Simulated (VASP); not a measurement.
A run of VASP 6.6.1 is set up as follows.

File INCAR:

```
PREC = Accurate
ENCUT = 520
EDIFF = 1E-6
ISMEAR = 0
SIGMA = 0.05
LREAL = False
LASPH = True
NELM = 80
ALGO = Normal
ISIF = 2
LWAVE = False
LCHARG = False
GGA = PS
NBANDS = 16
```

File KPOINTS:

```
Automatic mesh
0
Gamma
  8 8 8
```

Contents of POSCAR:

```
GaSb
1.0
   -2.6845981500      2.6845981500      1.6733275477
    2.6845981500     -2.6845981500      1.6733275477
    2.6845981500      2.6845981500     -1.6733275477
Ga Sb
1 1
Direct
    0.2500000000      0.7500000000      0.5000000000
    0.0000000000      0.0000000000      0.0000000000
```

Potentials or basis: VASP PAW PBE potentials, release 64 (Ga_d, Sb).

Command:

```console
$ cat potpaw_PBE.64/Ga_d/POTCAR potpaw_PBE.64/Sb/POTCAR > POTCAR
$ mpirun -np 1 vasp_std > vasp.out
```

Question: What does it give for the pressure?

Answer: -1.8 GPa.

Question: Predict the band gap on the k mesh.

Answer: Zero (band 9 reaches 8.48 eV, above the bottom of band 10 at 4.22 eV).

Stress tensor (GPa, compression positive):
```
-0.20  0.00  0.00
 0.00 -0.20  0.00
 0.00  0.00 -5.10
```

Caveat: the PAW data sets were made with another functional, which shifts forces and pressure a little; spin-orbit coupling is left out, which moves the levels of the heavy elements.
